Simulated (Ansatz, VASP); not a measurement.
One calculation of BaTiO3, two programs

```
Ba Ti O
1.0
     3.99980    0.04000    0.04000
     0.04000    3.99980    0.04000
     0.04018    0.04018    4.01800
Ba Ti O
1 1 3
Direct
  0.00000 0.00000 0.00000
  0.50000 0.50000 0.48200
  0.50000 0.50000 0.01600
  0.50000 0.00000 0.51500
  0.00000 0.50000 0.51500
```

Change from the starting cell: equal xy, yz and zx shear strains of +2 %.

Alike in both runs: task single point; functional PBE; k mesh 7 × 7 × 7; occupations fermi-dirac, width 0.08 eV; no spin polarisation.

```csv
,VASP,Ansatz
version,VASP 6.6.1,Ansatz 0.2.0
potentials or method,"VASP PAW PBE potentials, release 64 (Ba_sv, Ti_sv, O), cutoff 520 eV","all-electron LAPW, scalar-relativistic"
```

```csv
,VASP,Ansatz,Ansatz less VASP
pressure (GPa),4.6,2.8,-1.79
"traceless stress, the component that is largest in VASP (GPa)",-2.50,-2.42,+0.075
rms of the force components (eV/Å),0.104,0.111,+0.0075
```

Atom by atom the forces differ by 0.019 eV/Å (rms over components). Ansatz ran all-electron here, and VASP with PAW potentials.

Neither program's run includes spin-orbit coupling.
